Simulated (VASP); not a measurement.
# Al (P6_3/mmc) in VASP: a series of runs

The runs below take Al through single point, with PBEsol+D3(BJ).

Everything below comes from runs of VASP 6.6.1. Logs are shortened: lines on timing, memory, paths and dates and some standing lists are left out, and cuts for length are marked.

## (1) The cell of the first run

The structure is hexagonal, space group P6_3/mmc (No. 194). The conventional cell has a = 2.605 Å, b = 2.605 Å, c = 10.516 Å, α = 90.00°, β = 90.00°, γ = 120.00°. Al (site symmetry -3m) has 12 Al at 2.60 to 3.03 Å within 3.4 Å. Within 3.4 Å of Al (site symmetry -6m2) lie 12 Al at 2.60 to 3.03 Å.

This isn't the form of Al at room conditions, which is fcc.

## (2) Single point, PBEsol+D3(BJ)

INCAR reads:

```
  PREC = Accurate
  ENCUT = 520
  EDIFF = 1E-6
  ISMEAR = 0
  SIGMA = 0.15
  LREAL = F
  LASPH = T
  NELM = 100
  ALGO = Fast
  ISIF = 2
  LWAVE = F
  LCHARG = F
  GGA = PS
  IVDW = 12
  NBANDS = 14
```

KPOINTS reads:

```
Automatic mesh
0
Gamma
  18 18 6
```

POSCAR reads:

```
Al
1.0
    2.6047000000      0.0000000000      0.0000000000
   -1.3023500000      2.2557363693      0.0000000000
    0.0000000000      0.0000000000     10.5157000000
Al
4
Direct
    0.0000000000      0.0000000000      0.0000000000
    0.3333333333      0.6666666667      0.2500000000
    0.0000000000      0.0000000000      0.5000000000
    0.6666666667      0.3333333333      0.7500000000
```

Potentials or basis: VASP PAW PBE potentials, release 64 (Al).

On the command line:

```bash
cat potpaw_PBE.64/Al/POTCAR > POTCAR
mpirun -np 1 vasp_std > vasp.out
```

OUTCAR:

```text
PREC = Accurate
   ENCUT = 520
   EDIFF = 1E-6
   ISMEAR = 0
   LREAL = F
   LASPH = T
   NELM = 100
   ISIF = 2
   GGA = PS
   IVDW = 12
 IVDW          = 12

 ion  position               nearest neighbor table
   1  0.000  0.000  0.000-   2 3.03   4 3.03   4 3.03   2 3.03   4 3.03   2 3.03
   2  0.333  0.667  0.250-   1 3.03   3 3.03   1 3.03   3 3.03   1 3.03   3 3.03
   3  0.000  0.000  0.500-   2 3.03   4 3.03   4 3.03   2 3.03   4 3.03   2 3.03
   4  0.667  0.333  0.750-   1 3.03   3 3.03   1 3.03   3 3.03   1 3.03   3 3.03

  LATTYP: Found a hexagonal cell.
 ALAT       =     2.6047000000
 C/A-ratio  =     4.0372019810

  Lattice vectors:

 A1 = (   2.6047000000,   0.0000000000,   0.0000000000)
 A2 = (  -1.3023500000,   2.2557363693,   0.0000000000)
 A3 = (   0.0000000000,   0.0000000000,  10.5157000000)

Analysis of symmetry for initial positions (statically):
=====================================================================
 Subroutine PRICEL returns:
 Original cell was already a primitive cell.

 Routine SETGRP: Setting up the symmetry group for a
 hexagonal supercell.

 Subroutine GETGRP returns: Found 24 space group operations
 (whereof 12 operations were pure point group operations)
 out of a pool of 24 trial point group operations.

The static configuration has the point symmetry D_3d.
 The point group associated with its full space group is D_6h.

Analysis of symmetry for dynamics (positions and initial velocities):
=====================================================================
 Subroutine PRICEL returns:
 Original cell was already a primitive cell.

 Routine SETGRP: Setting up the symmetry group for a
 hexagonal supercell.

 Subroutine GETGRP returns: Found 24 space group operations
 (whereof 12 operations were pure point group operations)
 out of a pool of 24 trial point group operations.

The dynamic configuration has the point symmetry D_3d.
 The point group associated with its full space group is D_6h.

 Subroutine INISYM returns: Found 24 space group operations
 (whereof 12 operations are pure point group operations),
 and found     1 'primitive' translations

----------------------------------------------------------------------------------------

                                     Primitive cell

  volume of cell :      61.7852

  direct lattice vectors                    reciprocal lattice vectors
     2.604700000  0.000000000  0.000000000     0.383921373  0.221657108  0.000000000
    -1.302350000  2.255736369  0.000000000     0.000000000  0.443314216  0.000000000
     0.000000000  0.000000000 10.515700000     0.000000000  0.000000000  0.095095904

  length of vectors
     2.604700000  2.604700000 10.515700000     0.443314216  0.443314216  0.095095904

  position of ions in fractional coordinates (direct lattice)
     0.000000000  0.000000000  0.000000000
     0.333333333  0.666666667  0.250000000
     0.000000000  0.000000000  0.500000000
     0.666666667  0.333333333  0.750000000

  ion indices of the primitive-cell ions
   primitive index   ion index
                 1           1
                 2           2
                 3           3
                 4           4

----------------------------------------------------------------------------------------

 KPOINTS: Automatic mesh

Automatic generation of k-mesh.
 Grid dimensions read from file:
 generate k-points for:   18   18    6

 Generating k-lattice:

  Cartesian coordinates                     Fractional coordinates (reciprocal lattice)
     0.021328965  0.012314284  0.000000000     0.055555556 -0.000000000  0.000000000
     0.000000000  0.024628568  0.000000000     0.000000000  0.055555556  0.000000000
     0.000000000  0.000000000  0.015849317     0.000000000  0.000000000  0.166666667

  Length of vectors
     0.024628568  0.024628568  0.015849317

  Shift w.r.t. Gamma in fractional coordinates (k-lattice)
     0.000000000  0.000000000  0.000000000

 Subroutine IBZKPT returns following result:
 ===========================================

 Found    148 irreducible k-points:

 Following reciprocal coordinates:
            Coordinates               Weight
  0.000000  0.000000  0.000000      1.000000
  0.055556  0.000000  0.000000      6.000000
  0.111111  0.000000  0.000000      6.000000
  0.166667  0.000000  0.000000      6.000000
  0.222222  0.000000  0.000000      6.000000
  0.277778  0.000000  0.000000      6.000000
[... 16 lines left out ...]
  0.333333  0.111111  0.000000     12.000000
  0.388889  0.111111  0.000000     12.000000
 [... further k-points ...]
   k-points           NKPTS =    148   k-points in BZ     NKDIM =    148   number of bands    NBANDS=     14
   number of dos      NEDOS =    301   number of ions     NIONS =      4
   total plane-waves  NPLWV =  32000
   dimension x,y,z NGX =    20 NGY =   20 NGZ =   80
   dimension x,y,z NGXF=    40 NGYF=   40 NGZF=  160
   ions per type =               4
   NGX,Y,Z   is equivalent  to a cutoff of  12.77, 12.77, 12.65 a.u.
   NGXF,Y,Z  is equivalent  to a cutoff of  25.53, 25.53, 25.29 a.u.
 SYSTEM =  unknown system
   PREC   = accura    normal or accurate (medium, high low for compatibility)
   ISTART =      0    job   : 0-new  1-cont  2-samecut
   ICHARG =      2    charge: 1-file 2-atom 10-const
   ISPIN  =      1    spin polarized calculation?
   LNONCOLLINEAR =      F non collinear calculations
   LSORBIT =      F    spin-orbit coupling
   LASPH  =      T    aspherical Exc in radial PAW
   ENCUT  =  520.0 eV  38.22 Ry    6.18 a.u.   4.84  4.84 19.55*2*pi/ulx,y,z
   NELM   =    100;   NELMIN=  2; NELMDL= -5     # of ELM steps
   EDIFF  = 0.1E-05   stopping-criterion for ELM
   LREAL  =      F    real-space projection
   EDIFFG = 0.1E-04   stopping-criterion for IOM
   NSW    =      0    number of steps for IOM
   IBRION =     -1    ionic relax: 0-MD 1-quasi-New 2-CG
   NFREE  =      0    steps in history (QN), initial steepest desc. (CG)
   ISIF   =      2    stress and relaxation
   ISYM   =      2    0-nonsym 1-usesym 2-fastsym
   POTIM  = 0.5000    time-step for ionic-motion
   TEBEG  =    0.0;   TEEND  =   0.0 temperature during run
   PSTRESS=    0.0 pullay stress
   NELECT =      12.0000    total number of electrons
   NUPDOWN=      -1.0000    fix difference up-down
   EMIN   =  10.00;   EMAX   =-10.00  energy-range for DOS
   EFERMI =   0.00;   METHOD = LEGACY
   ISMEAR =     0;   SIGMA  =   0.15  broadening in eV -4-tet -1-fermi 0-gaus
   EFERMI_NEDOS =   21; number of points for ismear=-14 and -15
   IALGO  =     68    algorithm
   IMIX   =      4    mixing-type and parameters
     AMIX     =   0.40;   BMIX     =  1.00
     AMIX_MAG =   1.60;   BMIX_MAG =  1.00
  volume/ion in A,a.u.               =      15.45       104.24
  Fermi-wavevector in a.u.,A,eV,Ry     =   0.948070  1.791593 12.229421  0.898837
  Thomas-Fermi vector in A             =   2.076224
   LORBIT       =      0    0 simple, 1 ext, 2 COOP (PROOUT), +10 PAW based schemes
   GGA     = PS    functional components
   LHFCALC =     F    Hartree Fock is set to
   AEXX    =    0.0000 exact exchange contribution
   IVDW    =    12    specifies the selected vdW correction
   LEPSILON=     F    determine dielectric tensor
   LRPA    =     F    only Hartree local field effects (RPA)
 non-spin polarized calculation
 RMM-DIIS sequential band-by-band and
 Gauss-broadening in eV      SIGMA  =   0.15
  energy-cutoff  :      520.00
  volume of cell :       61.79
 maximum number of plane-waves:      1695
 NGX is ok and might be reduce to    20
   NGX =  9   NGY =  9   NGZ = 39

 number of electron      12.0000000 magnetization

 Free energy of the ion-electron system (eV)
  ---------------------------------------------------
  ext. energy  EPLUGINS =         0.00000000
  ---------------------------------------------------
  free energy    TOTEN  =       -15.67587083 eV

  energy without entropy =      -15.65638432  energy(sigma->0) =      -15.66612757

 E-fermi :   8.5490     XC(G=0): -10.4729

 val. band max:        8.5483504513   @ k =   0.3333   0.1667   0.0000
 cond. band min:       8.5540435194   @ k =   0.3333   0.2778   0.1667
 fundamental gap:      0.0056930681
 Fermi energy:         8.5489615906

 k-point     1 :       0.0000    0.0000    0.0000
  band No.  band energies     occupation
      1      -2.9875      2.00000
      2      -1.6742      2.00000
      3      -1.6725      2.00000
      4       1.6609      2.00000
      5       2.8870      2.00000
      6       8.6196      0.50543
      7       8.6215      0.49399
      8      16.9337      0.00000
      9      17.0522      0.00000
     10      22.7483      0.00000
     11      22.7487      0.00000
     12      23.0078      0.00000
     13      23.0102      0.00000
     14      23.3071      0.00000

 k-point     2 :       0.0556    0.0000    0.0000
  band No.  band energies     occupation
      1      -2.8979      2.00000
      2      -1.5854      2.00000
      3      -1.5837      2.00000
      4       1.7488      2.00000
      5       2.9713      2.00000
      6       8.7004      0.15324
      7       8.7024      0.14788
      8      16.9793      0.00000
      9      17.1255      0.00000
     10      20.9983      0.00000
     11      21.8409      0.00000
     12      21.8857      0.00000
     13      21.8989      0.00000
     14      22.7715      0.00000

 k-point     3 :       0.1111    0.0000    0.0000
  band No.  band energies     occupation
      1      -2.6294      2.00000
      2      -1.3193      2.00000
      3      -1.3176      2.00000
      4       2.0115      2.00000
      5       3.2242      2.00000
      6       8.9418      0.00021
      7       8.9442      0.00019
      8      17.0540      0.00000
      9      17.3452      0.00000
     10      18.6112      0.00000
     11      19.5750      0.00000
     12      19.6949      0.00000
     13      20.8211      0.00000
     14      21.2034      0.00000

 k-point     4 :       0.1667    0.0000    0.0000
  band No.  band energies     occupation
      1      -2.1833      2.00000
      2      -0.8774      2.00000
      3      -0.8757      2.00000
      4       2.4460      2.00000
      5       3.6458      2.00000
      6       9.3388      0.00000
      7       9.3424      0.00000
      8      16.0497      0.00000
      9      16.7933      0.00000
     10      17.2224      0.00000
     11      17.7200      0.00000
     12      18.0377      0.00000
     13      19.3438      0.00000
     14      19.9124      0.00000

 k-point     5 :       0.2222    0.0000    0.0000
  band No.  band energies     occupation
      1      -1.5619      2.00000
      2      -0.2619      2.00000
      3      -0.2603      2.00000
      4       3.0466      2.00000
      5       4.2364      2.00000
      6       9.8748      0.00000
      7       9.8841      0.00000
      8      13.8272      0.00000
      9      14.8072      0.00000
     10      14.9834      0.00000
     11      17.2495      0.00000
[... 276 lines left out ...]
 k-point    22 :       0.2778    0.1111    0.0000
  band No.  band energies     occupation
      1       0.4544      2.00000
      2       1.7319      2.00000
      3       1.7331      2.00000
      4       4.9342      2.00000
      5       6.1773      2.00000
      6       9.6444      0.00000
      7      10.5721      0.00000
      8      10.8643      0.00000
      9      11.8710      0.00000
     10      12.0630      0.00000
     11      13.1998      0.00000
     12      15.1443      0.00000
     13      15.2597      0.00000
     14      15.8590      0.00000

 k-point    23 :       0.3333    0.1111    0.0000
  band No.  band energies     occupation
      1       1.5753      2.00000
      2       2.8346      2.00000
      3       2.8353      2.00000
      4       5.8382      2.00000
      5       7.2665      2.00000
      6       7.9424      2.00000
      7       8.9455      0.00019
      8       9.0860      0.00000
      9      11.7466      0.00000
     10      12.7147      0.00000
     11      12.7910      0.00000
     12      13.3923      0.00000
     13      14.6128      0.00000
     14      15.4153      0.00000

 k-point    24 :       0.3889    0.1111    0.0000
  band No.  band energies     occupation
      1       2.8464      2.00000
      2       4.0581      2.00000
      3       4.0623      2.00000
      4       5.7161      2.00000
      5       6.9772      2.00000
      6       7.2640      2.00000
      7       7.9706      2.00000
      8       8.5728      0.82202
      9      10.3011      0.00000
     10      11.6149      0.00000
     11      13.3924      0.00000
     12      13.6729      0.00000
     13      14.5303      0.00000
     14      15.2918      0.00000

 [... further k-points ...]

------------------------ aborting loop because EDIFF is reached ----------------------------------------

 Edisp (eV)   -1.35578

 E8    (eV) :    -0.9125

  FORCE on cell =-STRESS in cart. coord.  units (eV):
  Direction    XX          YY          ZZ          XY          YZ          ZX
  --------------------------------------------------------------------------------------
  -------------------------------------------------------------------------------------
  Total       5.75162     5.75162    -3.34868     0.00000     0.00000     0.00000
  in kB     149.14760   149.14760   -86.83608     0.00000     0.00000     0.00000
  external pressure =       70.49 kB  Pullay stress =        0.00 kB

 VOLUME and BASIS-vectors are now :
 -----------------------------------------------------------------------------
  energy-cutoff  :      520.00
  volume of cell :       61.79
      direct lattice vectors                 reciprocal lattice vectors
     2.604700000  0.000000000  0.000000000     0.383921373  0.221657108  0.000000000
    -1.302350000  2.255736369  0.000000000     0.000000000  0.443314216  0.000000000
     0.000000000  0.000000000 10.515700000     0.000000000  0.000000000  0.095095904

 POSITION                                       TOTAL-FORCE (eV/Angst)
 -----------------------------------------------------------------------------------
      0.00000      0.00000      0.00000         0.000000      0.000000      0.000000
     -0.00000      1.50382      2.62893        -0.000000      0.000000      0.000000
      0.00000      0.00000      5.25785         0.000000      0.000000      0.000000
      1.30235      0.75191      7.88678         0.000000     -0.000000      0.000000
 -----------------------------------------------------------------------------------
    total drift:                               -0.000000      0.000000     -0.000000

  FREE ENERGIE OF THE ION-ELECTRON SYSTEM (eV)
  ---------------------------------------------------
  free  energy   TOTEN  =       -17.0316553337 eV

  energy  without entropy=      -17.0121688236  energy(sigma->0) =      -17.02191208
```

Run time: 40 s. Hardware: 1 thread of Intel Xeon 6975P-C (Granite Rapids), shared host; peak memory 0.24 GiB.

What came out:

```yaml
Free_energy: -17.0317 eV
Pressure: 7.0 GPa
Band_gap_on_the_k_mesh: zero (bands 6 and 7 overlap by 3.29 eV)
Dispersion_energy_per_atom: -0.339 eV
```

Levels at points of the mesh, in eV from the Fermi level:
```
           k point  band 3  band 4  band 5  band 6  band 7  band 8  band 9  band 10
(0.00, 0.00, 0.00)  -10.22   -6.89   -5.66    0.07    0.07    8.38    8.50    14.20
(0.50, 0.00, 0.00)   -3.77   -3.60   -2.79   -2.62   -0.07    0.47    1.07     1.34
(0.00, 0.00, 0.50)   -8.62   -8.62   -3.33   -3.33    4.03    4.03   13.04    13.04
(0.50, 0.00, 0.50)   -4.08   -4.08   -1.88   -1.88   -1.16   -1.16    3.27     3.27
```

Caveat: the cell stands under pressure; the PAW data sets were made with another functional, which shifts forces and pressure a little.

## (3) Single point, PBEsol+D3(BJ)

This run uses another cell than the first one, of 15.87 Å³/atom.

INCAR reads:

```
SYSTEM = Al
PREC = Accurate
ENCUT = 520
EDIFF = 1E-6
ISMEAR = 0
SIGMA = 0.15
LREAL = .FALSE.
LASPH = .TRUE.
NELM = 80
ALGO = Normal
ISIF = 2
LWAVE = .FALSE.
LCHARG = .FALSE.
GGA = PS
IVDW = 12
NBANDS = 14
```

KPOINTS reads:

```
Automatic mesh
0
G
  18 18 6
  0 0 0
```

POSCAR reads:

```
Al
1.0
    2.9315000000      0.0000000000      0.0000000000
   -1.4657500000      2.5387534712      0.0000000000
    0.0000000000      0.0000000000      8.5302000000
Al
4
Direct
    0.0000000000      0.0000000000      0.0000000000
    0.3333333333      0.6666666667      0.2500000000
    0.0000000000      0.0000000000      0.5000000000
    0.6666666667      0.3333333333      0.7500000000
```

Potentials or basis: VASP PAW PBE potentials, release 64 (Al).

On the command line:

```bash
cat potpaw_PBE.64/Al/POTCAR > POTCAR
mpirun -np 1 vasp_std > vasp.out
```

Wall time 25 s (1 thread of Intel Xeon 6975P-C (Granite Rapids), shared host); peak memory 0.25 GiB.

It converged, with:

| Quantity | Value |
| --- | --- |
| Free energy | -17.4769 eV |
| Pressure | 0.2 GPa |
| Band gap on the k mesh | zero (bands 6 and 7 overlap by 7.70 eV) |
| Dispersion energy per atom | -0.330 eV |

Stress tensor (GPa, compression positive):
```
-3.23  0.00  0.00
 0.00 -3.23  0.00
 0.00  0.00  6.98
```

Levels at points of the mesh, in eV from the Fermi level:
```
           k point  band 4  band 5  band 6  band 7  band 8  band 9
(0.00, 0.00, 0.00)   -4.00   -2.95    5.82    5.87    9.13    9.13
(0.50, 0.00, 0.00)   -4.06   -3.63   -3.44    1.05    1.53    2.47
(0.00, 0.00, 0.50)   -6.92    0.84    0.84    9.50    9.50    9.50
(0.50, 0.00, 0.50)   -5.20   -1.78   -1.78   -1.05   -1.05    4.82
```

Caveat: the PAW data sets were made with another functional, which shifts forces and pressure a little.

(Part 1 of 2 ends here.)
